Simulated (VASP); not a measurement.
# PbSe (Pm-3m) in VASP: settings compared

Aim: see how the results for PbSe move with the level of theory and the settings. Levels: PBEsol, r2SCAN. Tasks: single point.

Everything below comes from runs of VASP 6.6.1. Logs are shortened: lines on timing, memory, paths and dates and some standing lists are left out, and cuts for length are marked.

## Step 1: The cell of the first run

The structure is cubic, space group Pm-3m (No. 221). Conventional cell: a = 3.784 Å, b = 3.784 Å, c = 3.784 Å, α = 90.00°, β = 90.00°, γ = 90.00°. Within 4.3 Å of Pb (site symmetry m-3m) lie 8 Se at 3.28 Å and 6 Pb at 3.78 Å. Within 4.3 Å of Se (site symmetry m-3m) lie 8 Pb at 3.28 Å and 6 Se at 3.78 Å.

## Step 2: Single point, PBEsol

File INCAR:

```
PREC     = Accurate       # precision mode
ENCUT    = 500            # plane-wave cutoff, eV
EDIFF    = 1E-6           # SCF threshold, eV
ISMEAR   = 0              # smearing method
SIGMA    = 0.05           # smearing width, eV
LREAL    = False          # projectors in reciprocal space
LASPH    = True           # aspherical terms in the spheres
NELM     = 120            # most SCF steps
ALGO     = Normal         # electronic algorithm
ISIF     = 2              # what is computed and relaxed
LWAVE    = False          # write WAVECAR
LCHARG   = False          # write CHGCAR
GGA      = PS             # functional
NBANDS   = 17             # bands
GGA_COMPAT= False
```

File KPOINTS:

```
Automatic mesh
0
Gamma
  4 4 4
```

File POSCAR:

```
PbSe
1.0
    3.7843220000      0.0000000000      0.0000000000
    0.0000000000      3.7843220000      0.0000000000
    0.0000000000      0.0000000000      3.7843220000
Pb Se
1 1
Direct
    0.0000000000      0.0000000000      0.0000000000
    0.5000000000      0.5000000000      0.5000000000
```

Potentials or basis: VASP PAW PBE potentials, release 64 (Pb_d, Se).

The run is started by

```
cat potpaw_PBE.64/Pb_d/POTCAR potpaw_PBE.64/Se/POTCAR > POTCAR
mpirun -np 1 vasp_std > vasp.out
```

OUTCAR:

```text
PREC = Accurate
   ENCUT = 500
   EDIFF = 1E-6
   ISMEAR = 0
   LREAL = False
   LASPH = True
   NELM = 120
   ISIF = 2
   GGA = PS

 ion  position               nearest neighbor table
   1  0.000  0.000  0.000-   2 3.28   2 3.28   2 3.28   2 3.28   2 3.28   2 3.28   2 3.28   2 3.28

   2  0.500  0.500  0.500-   1 3.28   1 3.28   1 3.28   1 3.28   1 3.28   1 3.28   1 3.28   1 3.28

  LATTYP: Found a simple cubic cell.
 ALAT       =     3.7843220000

  Lattice vectors:

 A1 = (   3.7843220000,   0.0000000000,   0.0000000000)
 A2 = (   0.0000000000,   3.7843220000,   0.0000000000)
 A3 = (   0.0000000000,   0.0000000000,   3.7843220000)

Analysis of symmetry for initial positions (statically):
=====================================================================
 Subroutine PRICEL returns:
 Original cell was already a primitive cell.

 Routine SETGRP: Setting up the symmetry group for a
 simple cubic supercell.

 Subroutine GETGRP returns: Found 48 space group operations
 (whereof 48 operations were pure point group operations)
 out of a pool of 48 trial point group operations.

The static configuration has the point symmetry O_h .

Analysis of symmetry for dynamics (positions and initial velocities):
=====================================================================
 Subroutine PRICEL returns:
 Original cell was already a primitive cell.

 Routine SETGRP: Setting up the symmetry group for a
 simple cubic supercell.

 Subroutine GETGRP returns: Found 48 space group operations
 (whereof 48 operations were pure point group operations)
 out of a pool of 48 trial point group operations.

The dynamic configuration has the point symmetry O_h .

 Subroutine INISYM returns: Found 48 space group operations
 (whereof 48 operations are pure point group operations),
 and found     1 'primitive' translations

----------------------------------------------------------------------------------------

                                     Primitive cell

  volume of cell :      54.1956

  direct lattice vectors                    reciprocal lattice vectors
     3.784322000  0.000000000  0.000000000     0.264248127  0.000000000  0.000000000
     0.000000000  3.784322000  0.000000000     0.000000000  0.264248127  0.000000000
     0.000000000  0.000000000  3.784322000     0.000000000  0.000000000  0.264248127

  length of vectors
     3.784322000  3.784322000  3.784322000     0.264248127  0.264248127  0.264248127

  position of ions in fractional coordinates (direct lattice)
     0.000000000  0.000000000  0.000000000
     0.500000000  0.500000000  0.500000000

  ion indices of the primitive-cell ions
   primitive index   ion index
                 1           1
                 2           2

----------------------------------------------------------------------------------------

 KPOINTS: Automatic mesh

Automatic generation of k-mesh.
 Grid dimensions read from file:
 generate k-points for:    4    4    4

 Generating k-lattice:

  Cartesian coordinates                     Fractional coordinates (reciprocal lattice)
     0.066062032  0.000000000  0.000000000     0.250000000  0.000000000  0.000000000
     0.000000000  0.066062032  0.000000000     0.000000000  0.250000000  0.000000000
     0.000000000  0.000000000  0.066062032     0.000000000  0.000000000  0.250000000

  Length of vectors
     0.066062032  0.066062032  0.066062032

  Shift w.r.t. Gamma in fractional coordinates (k-lattice)
     0.000000000  0.000000000  0.000000000

 Subroutine IBZKPT returns following result:
 ===========================================

 Found     10 irreducible k-points:

 Following reciprocal coordinates:
            Coordinates               Weight
  0.000000  0.000000  0.000000      1.000000
  0.250000  0.000000  0.000000      6.000000
  0.500000  0.000000  0.000000      3.000000
  0.250000  0.250000  0.000000     12.000000
  0.500000  0.250000  0.000000     12.000000
  0.500000  0.500000  0.000000      3.000000
  0.250000  0.250000  0.250000      8.000000
  0.500000  0.250000  0.250000     12.000000
  0.500000  0.500000  0.250000      6.000000
  0.500000  0.500000  0.500000      1.000000
   k-points           NKPTS =     10   k-points in BZ     NKDIM =     10   number of bands    NBANDS=     17
   number of dos      NEDOS =    301   number of ions     NIONS =      2
   total plane-waves  NPLWV =  21952
   dimension x,y,z NGX =    28 NGY =   28 NGZ =   28
   dimension x,y,z NGXF=    56 NGYF=   56 NGZF=   56
   ions per type =               1   1
   NGX,Y,Z   is equivalent  to a cutoff of  12.30, 12.30, 12.30 a.u.
   NGXF,Y,Z  is equivalent  to a cutoff of  24.60, 24.60, 24.60 a.u.
 SYSTEM =  unknown system
   PREC   = accura    normal or accurate (medium, high low for compatibility)
   ISTART =      0    job   : 0-new  1-cont  2-samecut
   ICHARG =      2    charge: 1-file 2-atom 10-const
   ISPIN  =      1    spin polarized calculation?
   LNONCOLLINEAR =      F non collinear calculations
   LSORBIT =      F    spin-orbit coupling
   LASPH  =      T    aspherical Exc in radial PAW
   ENCUT  =  500.0 eV  36.75 Ry    6.06 a.u.   6.90  6.90  6.90*2*pi/ulx,y,z
   NELM   =    120;   NELMIN=  2; NELMDL= -5     # of ELM steps
   EDIFF  = 0.1E-05   stopping-criterion for ELM
   LREAL  =      F    real-space projection
   EDIFFG = 0.1E-04   stopping-criterion for IOM
   NSW    =      0    number of steps for IOM
   IBRION =     -1    ionic relax: 0-MD 1-quasi-New 2-CG
   NFREE  =      0    steps in history (QN), initial steepest desc. (CG)
   ISIF   =      2    stress and relaxation
   ISYM   =      2    0-nonsym 1-usesym 2-fastsym
   POTIM  = 0.5000    time-step for ionic-motion
   TEBEG  =    0.0;   TEEND  =   0.0 temperature during run
   PSTRESS=    0.0 pullay stress
   NELECT =      20.0000    total number of electrons
   NUPDOWN=      -1.0000    fix difference up-down
   EMIN   =  10.00;   EMAX   =-10.00  energy-range for DOS
   EFERMI =   0.00;   METHOD = LEGACY
   ISMEAR =     0;   SIGMA  =   0.05  broadening in eV -4-tet -1-fermi 0-gaus
   EFERMI_NEDOS =   21; number of points for ismear=-14 and -15
   IALGO  =     38    algorithm
   IMIX   =      4    mixing-type and parameters
     AMIX     =   0.40;   BMIX     =  1.00
     AMIX_MAG =   1.60;   BMIX_MAG =  1.00
  volume/ion in A,a.u.               =      27.10       182.87
  Fermi-wavevector in a.u.,A,eV,Ry     =   1.174258  2.219025 18.760817  1.378881
  Thomas-Fermi vector in A             =   2.310658
   LORBIT       =      0    0 simple, 1 ext, 2 COOP (PROOUT), +10 PAW based schemes
   GGA     = PS    functional components
   LHFCALC =     F    Hartree Fock is set to
   AEXX    =    0.0000 exact exchange contribution
   IVDW    =     0    specifies the selected vdW correction
   LEPSILON=     F    determine dielectric tensor
   LRPA    =     F    only Hartree local field effects (RPA)
 non-spin polarized calculation
 Gauss-broadening in eV      SIGMA  =   0.05
  energy-cutoff  :      500.00
  volume of cell :       54.20
 maximum number of plane-waves:      1406
 NGX is ok and might be reduce to    28
   NGX = 13   NGY = 13   NGZ = 13

 number of electron      20.0000009 magnetization

 Free energy of the ion-electron system (eV)
  ---------------------------------------------------
  ext. energy  EPLUGINS =         0.00000000
  ---------------------------------------------------
  free energy    TOTEN  =        -8.37609913 eV

  energy without entropy =       -8.37476871  energy(sigma->0) =       -8.37543392

 E-fermi :   5.1704     XC(G=0): -10.1147

 val. band max:        5.0995123656   @ k =   0.5000   0.2500   0.0000
 cond. band min:       5.2249975880   @ k =   0.5000   0.0000   0.0000
 fundamental gap:      0.1254852223
 Fermi energy:         5.1703604430

 k-point     1 :       0.0000    0.0000    0.0000
  band No.  band energies     occupation
      1     -11.6805      2.00000
      2     -11.6805      2.00000
      3     -11.5284      2.00000
      4     -11.5284      2.00000
      5     -11.5284      2.00000
      6      -7.9956      2.00000
[... 9 lines left out ...]
     16      16.3473      0.00000
     17      18.0006      0.00000

 k-point     2 :       0.2500    0.0000    0.0000
  band No.  band energies     occupation
      1     -11.6771      2.00000
      2     -11.6220      2.00000
      3     -11.5500      2.00000
      4     -11.5500      2.00000
      5     -11.5265      2.00000
      6      -7.5592      2.00000
[... 9 lines left out ...]
     16      15.5337      0.00000
     17      17.3998      0.00000

 k-point     3 :       0.5000    0.0000    0.0000
  band No.  band energies     occupation
      1     -11.6736      2.00000
      2     -11.5714      2.00000
      3     -11.5714      2.00000
      4     -11.5640      2.00000
      5     -11.5246      2.00000
      6      -6.9205      2.00000
[... 9 lines left out ...]
     16      18.1920      0.00000
     17      18.3417      0.00000

 k-point     4 :       0.2500    0.2500    0.0000
  band No.  band energies     occupation
      1     -11.6474      2.00000
      2     -11.5878      2.00000
      3     -11.5842      2.00000
      4     -11.5481      2.00000
      5     -11.5456      2.00000
      6      -7.1581      2.00000
[... 9 lines left out ...]
     16      14.7260      0.00000
     17      15.2889      0.00000

 k-point     5 :       0.5000    0.2500    0.0000
  band No.  band energies     occupation
      1     -11.6373      2.00000
      2     -11.6174      2.00000
      3     -11.5672      2.00000
      4     -11.5438      2.00000
      5     -11.5343      2.00000
      6      -6.6195      2.00000
[... 9 lines left out ...]
     16      15.5008      0.00000
     17      16.4067      0.00000

 k-point     6 :       0.5000    0.5000    0.0000
  band No.  band energies     occupation
      1     -11.6614      2.00000
      2     -11.6167      2.00000
      3     -11.5630      2.00000
      4     -11.5630      2.00000
      5     -11.4889      2.00000
      6      -6.2730      2.00000
[... 9 lines left out ...]
     16      14.3010      0.00000
     17      14.3010      0.00000

 k-point     7 :       0.2500    0.2500    0.2500
  band No.  band energies     occupation
      1     -11.5865      2.00000
      2     -11.5858      2.00000
      3     -11.5858      2.00000
      4     -11.5702      2.00000
      5     -11.5702      2.00000
      6      -6.8210      2.00000
[... 9 lines left out ...]
     16      15.0816      0.00000
     17      17.5988      0.00000

 k-point     8 :       0.5000    0.2500    0.2500
  band No.  band energies     occupation
      1     -11.6134      2.00000
      2     -11.5958      2.00000
      3     -11.5825      2.00000
      4     -11.5682      2.00000
      5     -11.5229      2.00000
      6      -6.4024      2.00000
[... 9 lines left out ...]
     16      15.2311      0.00000
     17      18.0232      0.00000

 k-point     9 :       0.5000    0.5000    0.2500
  band No.  band energies     occupation
      1     -11.6410      2.00000
      2     -11.5921      2.00000
      3     -11.5921      2.00000
      4     -11.5517      2.00000
      5     -11.4877      2.00000
      6      -6.1598      2.00000
[... 9 lines left out ...]
     16      16.9238      0.00000
     17      18.6341      0.00000

 k-point    10 :       0.5000    0.5000    0.5000
  band No.  band energies     occupation
      1     -11.6207      2.00000
      2     -11.6207      2.00000
      3     -11.6207      2.00000
      4     -11.4865      2.00000
      5     -11.4865      2.00000
      6      -6.0360      2.00000
[... 9 lines left out ...]
     16      18.9021      0.00000
     17      22.4992      0.00000

------------------------ aborting loop because EDIFF is reached ----------------------------------------

  FORCE on cell =-STRESS in cart. coord.  units (eV):
  Direction    XX          YY          ZZ          XY          YZ          ZX
  --------------------------------------------------------------------------------------
  -------------------------------------------------------------------------------------
  Total       -0.8402313     -0.8402313     -0.8402313     -0.0000000      0.0000000      0.0000000
  in kB      -24.8396341    -24.8396341    -24.8396341     -0.0000000      0.0000000      0.0000000
  external PRESSURE =     -24.8396341 kB  Pullay stress =       0.0000000 kB

 VOLUME and BASIS-vectors are now :
 -----------------------------------------------------------------------------
  energy-cutoff  :      500.00
  volume of cell :       54.20
      direct lattice vectors                 reciprocal lattice vectors
     3.784322000  0.000000000  0.000000000     0.264248127  0.000000000  0.000000000
     0.000000000  3.784322000  0.000000000     0.000000000  0.264248127  0.000000000
     0.000000000  0.000000000  3.784322000     0.000000000  0.000000000  0.264248127

 POSITION                                       TOTAL-FORCE (eV/Angst)
 -----------------------------------------------------------------------------------
      0.00000      0.00000      0.00000         0.000000      0.000000      0.000000
      1.89216      1.89216      1.89216         0.000000      0.000000      0.000000
 -----------------------------------------------------------------------------------
    total drift:                               -0.000000      0.000000      0.000000

  FREE ENERGIE OF THE ION-ELECTRON SYSTEM (eV)
  ---------------------------------------------------
  free  energy   TOTEN  =        -8.3760991274 eV

  energy  without entropy=       -8.3747687127  energy(sigma->0) =       -8.37543392
```

It took 15 s on 1 thread of Intel Xeon 8259CL, shared host; peak memory 0.15 GiB.

Results:

| Property | Result |
| --- | --- |
| Free energy | -8.3761 eV |
| Pressure | -2.5 GPa |
| Band gap on the k mesh | zero (band 10 reaches 5.24 eV, above the bottom of band 11 at 4.53 eV) |

Caveat: the k points lie up to 0.42 Å⁻¹ apart; the PAW data sets were made with another functional, which shifts forces and pressure a little; spin-orbit coupling is left out, which moves the levels of the heavy elements.

## Step 3: Single point, r2SCAN

POSCAR is that of step 2.

File INCAR.step1:

```
SYSTEM = PbSe
ALGO = Normal ; EDIFF = 1E-5
ENCUT = 550 ; GGA = PE
GGA_COMPAT = .False. ; ISMEAR = 0
LASPH = .True. ; LCHARG = .False.
LREAL = .False. ; LWAVE = .True.
NBANDS = 17 ; NELM = 120
PREC = Accurate ; SIGMA = 0.05
```

File INCAR.step2:

```
SYSTEM = PbSe
ALGO = Normal ; EDIFF = 1E-6
ENCUT = 550 ; GGA_COMPAT = .False.
ISIF = 2 ; ISMEAR = 0
ISTART = 1 ; LASPH = .True.
LCHARG = .False. ; LMIXTAU = .True.
LREAL = .False. ; LWAVE = .False.
METAGGA = R2SCAN ; NBANDS = 17
NELM = 120 ; PREC = Accurate
SIGMA = 0.05
```

File KPOINTS:

```
k-points
0
Gamma
  4 4 4
  0 0 0
```

Potentials or basis: VASP PAW PBE potentials, release 64 (Pb_d, Se).

The run is started by

```
cat potpaw_PBE.64/Pb_d/POTCAR potpaw_PBE.64/Se/POTCAR > POTCAR
cp INCAR.step1 INCAR
mpirun -np 1 vasp_std > vasp.out
cp INCAR.step2 INCAR
mpirun -np 1 vasp_std > vasp.out
```

Wall time 1.7 min (1 thread of Intel Xeon 8259CL, shared host); peak memory 0.17 GiB.

The run converged. Its results:

| Quantity | Value |
| --- | --- |
| Free energy | -71.3273 eV |
| Pressure | -0.5 GPa |
| Band gap on the k mesh | zero (band 10 reaches 5.13 eV, above the bottom of band 11 at 4.79 eV) |

Levels at points of the mesh, in eV from the Fermi level:
| k point | band 8 | band 9 | band 10 | band 11 | band 12 | band 13 |
| --- | --- | --- | --- | --- | --- | --- |
| (0.00, 0.00, 0.00) | -1.45 | -1.45 | -1.45 | 5.78 | 5.78 | 6.51 |
| (0.50, 0.00, 0.00) | -0.21 | -0.21 | -0.17 | 0.55 | 3.75 | 3.75 |
| (0.50, 0.50, 0.00) | -4.31 | -4.31 | 0.06 | 4.55 | 4.55 | 5.35 |
| (0.50, 0.50, 0.50) | -2.30 | -2.30 | -2.30 | -0.29 | -0.29 | -0.29 |

Caveat: the k points lie up to 0.42 Å⁻¹ apart; the PAW data sets were made with another functional, which shifts forces and pressure a little; spin-orbit coupling is left out, which moves the levels of the heavy elements.
